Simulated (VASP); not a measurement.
Input of a VASP 6.6.1 run:

INCAR

```
ALGO = Normal
EDIFF = 1E-7
ENCUT = 520
GGA = PE
ISIF = 2
ISMEAR = -1
LASPH = True
LCHARG = False
LREAL = False
LWAVE = False
NBANDS = 26
NELM = 100
PREC = Accurate
SIGMA = 0.05
```

The input KPOINTS:

```
k-points
0
Gamma
  11 11 6
```

The input POSCAR:

```
CdSe
1.0
    3.5151812037      0.0000000000      0.0000000000
   -1.7575906019      3.0442362213      0.0000000000
    0.0000000000      0.0000000000      6.2339409040
Cd Se
2 2
Direct
    0.0000000000      0.0000000000      0.0000000000
    0.0000000000      0.0000000000      0.5000000000
    0.3333333333      0.6666666667      0.2500000000
    0.6666666667      0.3333333333      0.7500000000
```

Potentials or basis: VASP PAW PBE potentials, release 64 (Cd, Se).

The run is started by

```console
$ cat potpaw_PBE.64/Cd/POTCAR potpaw_PBE.64/Se/POTCAR > POTCAR
$ mpirun -np 1 vasp_std > vasp.out
```

Problem. What does it give for the pressure?

Solution. 51.8 GPa.

Problem. Estimate the band gap on the k mesh.

Solution. Zero (bands 18 and 19 overlap by 0.36 eV).

Stress tensor (GPa, compression positive):
```
51.70  0.00  0.00
 0.00 51.70  0.00
 0.00  0.00 51.91
```

Caveat: the cell stands under pressure; semilocal functionals underestimate gaps, so a narrow gap can read as zero.
